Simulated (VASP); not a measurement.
# Ga3As3H in VASP: notebook

Ga3As3H is run at these levels: PBEsol; tasks: single point.

Everything below comes from runs of VASP 6.6.1. Logs are shortened: lines on timing, memory, paths and dates and some standing lists are left out, and cuts for length are marked.

### 1 The cell of the first run

The cell holds a slab with vacuum, 7 atoms: a = 4.001 Å, b = 4.001 Å, c = 26.350 Å, α = 90.00°, β = 90.00°, γ = 120.00°.

### 2 Single point, PBEsol, collinear spin

The input, INCAR:

```
ALGO = Normal
DIPOL = 0.5 0.5 0.491
EDIFF = 1E-7
ENCUT = 520
GGA = PS
IDIPOL = 3
ISIF = 2
ISMEAR = 0
ISPIN = 2
LASPH = T
LCHARG = T
LDIPOL = T
LELF = T
LORBIT = 11
LREAL = F
LVACPOTAV = T
LVHAR = T
LWAVE = F
MAGMOM = 0 0 0 0 0 0 1
NBANDS = 40
NELM = 150
PREC = Accurate
SIGMA = 0.05
```

The input, KPOINTS:

```
k-points
0
Gamma
  9 9 1
```

The input, POSCAR:

```
Ga3As3H
1.0
    4.0010046534      0.0000000000      0.0000000000
   -2.0005023267      3.4649716705      0.0000000000
    0.0000000000      0.0000000000     26.3503148946
As Ga H
3 3 1
Direct
    0.0000000000      0.0000000000      0.3225767903
    0.3333333333      0.6666666667      0.4465527895
    0.6666666667      0.3333333333      0.5697237956
    0.3333333333      0.6666666667      0.3535707901
    0.6666666667      0.3333333333      0.4777175069
    0.0000000000      0.0000000000      0.6025440239
    0.0000000000      0.0000000000      0.6617654834
```

Potentials or basis: VASP PAW PBE potentials, release 64 (As, Ga_d, H).

Command:

```
$ cat potpaw_PBE.64/As/POTCAR potpaw_PBE.64/Ga_d/POTCAR potpaw_PBE.64/H/POTCAR > POTCAR
$ mpirun -np 1 vasp_std > vasp.out
```

OUTCAR:

```text
EDIFF = 1E-7
   ENCUT = 520
   GGA = PS
   ISIF = 2
   ISMEAR = 0
   ISPIN = 2
   LASPH = T
   LORBIT = 11
   LREAL = F
   NELM = 150
   PREC = Accurate

 ion  position               nearest neighbor table
   1  0.000  0.000  0.323-   4 2.45   4 2.45   4 2.45
   2  0.333  0.667  0.447-   4 2.45   5 2.45   5 2.45   5 2.45
   3  0.667  0.333  0.570-   5 2.42   6 2.47   6 2.47   6 2.47
   4  0.333  0.667  0.354-   2 2.45   1 2.45   1 2.45   1 2.45
   5  0.667  0.333  0.478-   3 2.42   2 2.45   2 2.45   2 2.45
   6  0.000  0.000  0.603-   7 1.56   3 2.47   3 2.47   3 2.47
   7  0.000  0.000  0.662-   6 1.56

  LATTYP: Found a hexagonal cell.
 ALAT       =     4.0010046534
 C/A-ratio  =     6.5859245808

  Lattice vectors:

 A1 = (   4.0010046534,   0.0000000000,   0.0000000000)
 A2 = (  -2.0005023267,   3.4649716705,   0.0000000000)
 A3 = (   0.0000000000,   0.0000000000,  26.3503148946)

Analysis of symmetry for initial positions (statically):
=====================================================================
 Subroutine PRICEL returns:
 Original cell was already a primitive cell.

 Routine SETGRP: Setting up the symmetry group for a
 hexagonal supercell.

 Subroutine GETGRP returns: Found  6 space group operations
 (whereof  6 operations were pure point group operations)
 out of a pool of 24 trial point group operations.

The static configuration has the point symmetry C_3v.

Analysis of symmetry for dynamics (positions and initial velocities):
=====================================================================
 Subroutine PRICEL returns:
 Original cell was already a primitive cell.

 Routine SETGRP: Setting up the symmetry group for a
 hexagonal supercell.

 Subroutine GETGRP returns: Found  6 space group operations
 (whereof  6 operations were pure point group operations)
 out of a pool of 24 trial point group operations.

The dynamic configuration has the point symmetry C_3v.

Analysis of structural, dynamic, and magnetic symmetry:
=====================================================================
 Subroutine PRICEL returns:
 Original cell was already a primitive cell.

 Routine SETGRP: Setting up the symmetry group for a
 hexagonal supercell.

 Subroutine GETGRP returns: Found  6 space group operations
 (whereof  6 operations were pure point group operations)
 out of a pool of 24 trial point group operations.

The overall configuration has the point symmetry C_3v.

 Subroutine INISYM returns: Found  6 space group operations
 (whereof  6 operations are pure point group operations),
 and found     1 'primitive' translations

----------------------------------------------------------------------------------------

                                     Primitive cell

  volume of cell :     365.3041

  direct lattice vectors                    reciprocal lattice vectors
     4.001004653  0.000000000  0.000000000     0.249937225  0.144301324  0.000000000
    -2.000502327  3.464971671  0.000000000     0.000000000  0.288602648  0.000000000
     0.000000000  0.000000000 26.350314895     0.000000000  0.000000000  0.037950211

  length of vectors
     4.001004653  4.001004653 26.350314895     0.288602648  0.288602648  0.037950211

  position of ions in fractional coordinates (direct lattice)
     0.000000000  0.000000000  0.322576790
     0.333333333  0.666666667  0.446552789
     0.666666667  0.333333333  0.569723796
     0.333333333  0.666666667  0.353570790
     0.666666667  0.333333333  0.477717507
     0.000000000  0.000000000  0.602544024
     0.000000000  0.000000000  0.661765483

  ion indices of the primitive-cell ions
   primitive index   ion index
                 1           1
                 2           2
                 3           3
                 4           4
                 5           5
                 6           6
                 7           7

[... 41 lines left out ...]
   number of dos      NEDOS =    301   number of ions     NIONS =      7
   total plane-waves  NPLWV = 176400
   dimension x,y,z NGX =    30 NGY =   30 NGZ =  196
   dimension x,y,z NGXF=    60 NGYF=   60 NGZF=  392
   ions per type =               3   3   1
   NGX,Y,Z   is equivalent  to a cutoff of  12.47, 12.47, 12.37 a.u.
   NGXF,Y,Z  is equivalent  to a cutoff of  24.93, 24.93, 24.73 a.u.
 SYSTEM =  unknown system
   PREC   = accura    normal or accurate (medium, high low for compatibility)
   ISTART =      0    job   : 0-new  1-cont  2-samecut
   ICHARG =      2    charge: 1-file 2-atom 10-const
   ISPIN  =      2    spin polarized calculation?
   LNONCOLLINEAR =      F non collinear calculations
   LSORBIT =      F    spin-orbit coupling
   LASPH  =      T    aspherical Exc in radial PAW
   ENCUT  =  520.0 eV  38.22 Ry    6.18 a.u.   7.44  7.44 48.99*2*pi/ulx,y,z
   NELM   =    150;   NELMIN=  2; NELMDL= -5     # of ELM steps
   EDIFF  = 0.1E-06   stopping-criterion for ELM
   LREAL  =      F    real-space projection
   EDIFFG = 0.1E-05   stopping-criterion for IOM
   NSW    =      0    number of steps for IOM
   IBRION =     -1    ionic relax: 0-MD 1-quasi-New 2-CG
   NFREE  =      0    steps in history (QN), initial steepest desc. (CG)
   ISIF   =      2    stress and relaxation
   ISYM   =      2    0-nonsym 1-usesym 2-fastsym
   POTIM  = 0.5000    time-step for ionic-motion
   TEBEG  =    0.0;   TEEND  =   0.0 temperature during run
   PSTRESS=    0.0 pullay stress
   NELECT =      55.0000    total number of electrons
   NUPDOWN=      -1.0000    fix difference up-down
   EMIN   =  10.00;   EMAX   =-10.00  energy-range for DOS
   EFERMI =   0.00;   METHOD = LEGACY
   ISMEAR =     0;   SIGMA  =   0.05  broadening in eV -4-tet -1-fermi 0-gaus
   EFERMI_NEDOS =   21; number of points for ismear=-14 and -15
   IALGO  =     38    algorithm
   IMIX   =      4    mixing-type and parameters
     AMIX     =   0.40;   BMIX     =  1.00
     AMIX_MAG =   1.60;   BMIX_MAG =  1.00
  volume/ion in A,a.u.               =      52.19       352.17
  Fermi-wavevector in a.u.,A,eV,Ry     =   0.870919  1.645797 10.320007  0.758499
  Thomas-Fermi vector in A             =   1.989952
   LORBIT       =     11    0 simple, 1 ext, 2 COOP (PROOUT), +10 PAW based schemes
   GGA     = PS    functional components
   LHFCALC =     F    Hartree Fock is set to
   AEXX    =    0.0000 exact exchange contribution
   IVDW    =     0    specifies the selected vdW correction
   LEPSILON=     F    determine dielectric tensor
   LRPA    =     F    only Hartree local field effects (RPA)
 spin polarized calculation
 Gauss-broadening in eV      SIGMA  =   0.05
  energy-cutoff  :      520.00
  volume of cell :      365.30
 maximum number of plane-waves:      9895
 NGX is ok and might be reduce to    30
   NGX = 15   NGY = 15   NGZ = 97

 dipolmoment           0.000000      0.000000     -0.000203 electrons x Angstroem

 number of electron      54.9999971 magnetization       0.0000004

 dipolmoment           0.000000      0.000000      0.017580 electrons x Angstroem

 Free energy of the ion-electron system (eV)
  ---------------------------------------------------
  ext. energy  EPLUGINS =         0.00000000
  ---------------------------------------------------
  free energy    TOTEN  =       -28.90131660 eV

  energy without entropy =      -28.89929886  energy(sigma->0) =      -28.90030773

 E-fermi :  -2.3098     XC(G=0):  -4.2380

 val. band max:       -2.3644660029   @ k =   0.2222   0.2222   0.0000
 cond. band min:      -2.2909921095   @ k =   0.0000   0.0000   0.0000
 fundamental gap:      0.0734738934
 Fermi energy:        -2.3097736249

 spin component 1

 k-point     1 :       0.0000    0.0000    0.0000
  band No.  band energies     occupation
      1     -16.8611      1.00000
      2     -16.8078      1.00000
      3     -16.8078      1.00000
      4     -16.7338      1.00000
      5     -16.7338      1.00000
      6     -16.5805      1.00000
[... 493 lines left out ...]
     38       5.3110      0.00000
     39       5.3398      0.00000
 Fermi energy:        -2.3097736249

 spin component 2

 k-point     1 :       0.0000    0.0000    0.0000
  band No.  band energies     occupation
      1     -16.8611      1.00000
      2     -16.8078      1.00000
      3     -16.8078      1.00000
      4     -16.7338      1.00000
      5     -16.7338      1.00000
      6     -16.5805      1.00000
[... 493 lines left out ...]
     38       5.3109      0.00000
     39       5.3398      0.00000
 [bands above 39 left out]

------------------------ aborting loop because EDIFF is reached ----------------------------------------

  FORCE on cell =-STRESS in cart. coord.  units (eV):
  Direction    XX          YY          ZZ          XY          YZ          ZX
  --------------------------------------------------------------------------------------
  -------------------------------------------------------------------------------------
  Total       -1.0700083     -1.0700083      0.3139095     -0.0000000      0.0000000      0.0000000
  in kB       -4.6929204     -4.6929204      1.3767671     -0.0000000      0.0000000      0.0000000
  external PRESSURE =      -2.6696912 kB  Pullay stress =       0.0000000 kB

 VOLUME and BASIS-vectors are now :
 -----------------------------------------------------------------------------
  energy-cutoff  :      520.00
  volume of cell :      365.30
      direct lattice vectors                 reciprocal lattice vectors
     4.001004653  0.000000000  0.000000000     0.249937225  0.144301324  0.000000000
    -2.000502327  3.464971671  0.000000000     0.000000000  0.288602648  0.000000000
     0.000000000  0.000000000 26.350314895     0.000000000  0.000000000  0.037950211

 POSITION                                       TOTAL-FORCE (eV/Angst)
 -----------------------------------------------------------------------------------
      0.00000      0.00000      8.50000        -0.000000     -0.000000      0.146472
     -0.00000      2.30998     11.76681        -0.000000      0.000000      0.146047
      2.00050      1.15499     15.01240        -0.000000      0.000000     -0.009898
     -0.00000      2.30998      9.31670         0.000000     -0.000000     -0.321800
      2.00050      1.15499     12.58801        -0.000000      0.000000      0.017092
      0.00000      0.00000     15.87722         0.000000      0.000000      0.057656
      0.00000      0.00000     17.43773        -0.000000      0.000000     -0.035568
 -----------------------------------------------------------------------------------
    total drift:                               -0.000001      0.000001     -0.001132

  FREE ENERGIE OF THE ION-ELECTRON SYSTEM (eV)
  ---------------------------------------------------
  free  energy   TOTEN  =       -28.9013166042 eV

  energy  without entropy=      -28.8992988582  energy(sigma->0) =      -28.90030773

 vacuum level on the upper side and lower side of the slab         3.493         3.263

 total charge

# of ion       s       p       d       tot
------------------------------------------
    1        1.253   1.478   0.024   2.755
    2        1.227   1.545   0.033   2.806
    3        1.214   1.572   0.030   2.816
    4        0.894   0.797   9.986  11.676
    5        0.892   0.807   9.989  11.688
    6        0.887   0.853   9.990  11.730
    7        0.516   0.010   0.000   0.526
--------------------------------------------------
tot          6.883   7.062  30.052  43.997

 magnetization (x)

# of ion       s       p       d       tot
------------------------------------------
    1        0.000   0.000   0.000   0.000
    2       -0.000  -0.000  -0.000  -0.000
    3       -0.000  -0.000  -0.000  -0.000
    4       -0.000  -0.000   0.000  -0.000
    5       -0.000   0.000  -0.000   0.000
    6        0.000   0.000   0.000   0.000
    7       -0.000   0.000   0.000  -0.000
--------------------------------------------------
tot         -0.000  -0.000   0.000  -0.000
```

It took 29 min on 1 thread of Intel Xeon 8259CL, shared host; peak memory 0.72 GiB.

Results:

| Property | Result |
| --- | --- |
| Free energy | -28.9013 eV |
| Largest force | 0.322 eV/Å |
| Net moment | 0.00 μB per cell |
| Valence electrons inside the program's atomic spheres | As 2.75, 2.81, 2.82; Ga 11.68, 11.69, 11.73; H 0.53 |

Forces on the atoms (eV/Å):
```
As   0.000  0.000  0.146
As   0.000  0.000  0.146
As   0.000  0.000 -0.010
Ga   0.000  0.000 -0.322
Ga   0.000  0.000  0.017
Ga   0.000  0.000  0.058
H    0.000  0.000 -0.036
```

Caveat: the PAW data sets were made with another functional, which shifts forces and pressure a little.

### 3 Single point, PBEsol, collinear spin

The input, INCAR:

```
ALGO = Fast ; DIPOL = 0.5 0.5 0.491
EDIFF = 1E-6 ; ENCUT = 520
GGA = PS ; IDIPOL = 3
ISIF = 2 ; ISMEAR = 0
ISPIN = 2 ; KPAR = 4
LASPH = True ; LCHARG = False
LDIPOL = True ; LORBIT = 11
LREAL = False ; LWAVE = False
MAGMOM = 0 0 0 0 0 0 1 ; NBANDS = 40
NELM = 150 ; PREC = Accurate
SIGMA = 0.05
```

KPOINTS is that of step 2.

The input, POSCAR:

```
Ga3As3H
1.0
    4.0010046534      0.0000000000      0.0000000000
   -2.0005023267      3.4649716705      0.0000000000
    0.0000000000      0.0000000000     26.3503148946
As Ga H
3 3 1
Direct
    0.0000000000      0.0000000000      0.3225767903
    0.3333333333      0.6666666667      0.4465527895
    0.6683677689      0.3367355379      0.5698882380
    0.3333333333      0.6666666667      0.3535707901
    0.6666627414      0.3333254828      0.4779437949
    0.0023118438      0.0046236876      0.6029529735
    0.0012802656      0.0025605313      0.6621354697
```

Potentials or basis: VASP PAW PBE potentials, release 64 (As, Ga_d, H).

Command:

```
$ cat potpaw_PBE.64/As/POTCAR potpaw_PBE.64/Ga_d/POTCAR potpaw_PBE.64/H/POTCAR > POTCAR
$ mpirun -np 4 vasp_std > vasp.out
```

Run time: 14 min. Hardware: 4 MPI ranks of Oxide Virtual Turin-like, shared host; peak memory 0.92 GiB.

The run converged. Its results:

```yaml
Free_energy: -28.9014 eV
Largest_force: 0.320 eV/Å
Net_moment: 0.00 μB per cell
Valence_electrons_inside_the_program's_atomic_spheres: As 2.75, 2.81 (each value once); Ga 11.68, 11.69, 11.73; H 0.53
```

Forces on the atoms (eV/Å):
```
As   0.000  0.000  0.150
As   0.000  0.001  0.168
As   0.000  0.017  0.022
Ga   0.000  0.001 -0.320
Ga   0.000  0.004 -0.014
Ga   0.000 -0.024  0.019
H    0.000  0.002 -0.025
```

Levels at points of the mesh, in eV from the Fermi level:
Spin up:
```tsv
k point	band 26	band 27	band 28	band 29	band 30	band 31
(0.00, 0.00, 0.00)	0.25	0.38	0.39	1.49	1.81	2.06
```
Spin down:
```csv
k point,band 25,band 26,band 27,band 28,band 29,band 30,band 31,band 32
"(0.00, 0.00, 0.00)",0.03,0.25,0.38,0.39,1.49,1.81,2.06,4.42
```

Caveat: the PAW data sets were made with another functional, which shifts forces and pressure a little.
